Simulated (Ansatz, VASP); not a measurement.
**Two plane-wave programs on Ta**

File INCAR:

```
PREC     = Accurate       # precision mode
ENCUT    = 520            # plane-wave cutoff, eV
EDIFF    = 1E-6           # SCF threshold, eV
ISMEAR   = 0              # smearing method
SIGMA    = 0.15           # smearing width, eV
LREAL    = False          # projectors in reciprocal space
LASPH    = True           # aspherical terms in the spheres
NELM     = 80             # most SCF steps
ALGO     = Fast           # electronic algorithm
ISIF     = 2              # what is computed and relaxed
LWAVE    = False          # write WAVECAR
LCHARG   = False          # write CHGCAR
GGA      = PE             # functional
NBANDS   = 12             # bands
```

KPOINTS

```
Automatic mesh
0
Gamma
  20 20 20
```

File POSCAR:

```
Ta
1.0
   -1.7153869951      1.7153869951      1.5220628807
    1.7153869951     -1.7153869951      1.5220628807
    1.7153869951      1.7153869951     -1.5220628807
Ta
1
Direct
    0.0000000000      0.0000000000      0.0000000000
```

Input for Ansatz:

```yaml
crystal:
  lattice:
    - [-1.7153869951, 1.7153869951, 1.5220628807]
    - [1.7153869951, -1.7153869951, 1.5220628807]
    - [1.7153869951, 1.7153869951, -1.5220628807]
  atoms:
    - { symbol: Ta, position: [0.0, 0.0, 0.0] }
basis:
  ecutwfc: 420
kpoints:
  mp_grid: { grid: [20, 20, 20] }
hamiltonian:
  xc: pbe
  pseudopotentials: { kind: paw, azcp: { folder: soft_1 } }
scf:
  occupations: { method: gaussian, width: 0.15 }
output:
  forces: true
  stress: true
  eigenvalues: true
```

Alike in both runs: task single point; functional PBE; k mesh 20 × 20 × 20; occupations gaussian, width 0.15 eV; no spin polarisation.

|  | VASP | Ansatz |
| --- | --- | --- |
| version | VASP 6.6.1 | Ansatz 0.2.0 |
| potentials or method | VASP PAW PBE potentials, release 64 (Ta_pv), cutoff 520 eV | scalar-relativistic, plane waves, PAW |
| valence electrons in the cell | 11 | 13 |

VASP gave:

| Item | Value |
| --- | --- |
| gap on the k mesh at the Fermi level (eV) | none |
| pressure (GPa) | 5.6 |
| traceless stress, the component that is largest in VASP (GPa) | 5.84 |

Problem. What did Ansatz give for the same quantities?

Solution. gap on the k mesh at the Fermi level (eV): none; pressure (GPa): 5.5; traceless stress, the component that is largest in VASP (GPa): 5.84.

A gap of «none» marks a metal or a gap that the smearing closes. With one functional, cell and mesh, what is left measures potentials, basis and numerics. VASP's potentials hold 11 valence electrons a cell and Ansatz's 13, so a difference there can come from the potentials and not from the codes.

Neither program's run includes spin-orbit coupling.
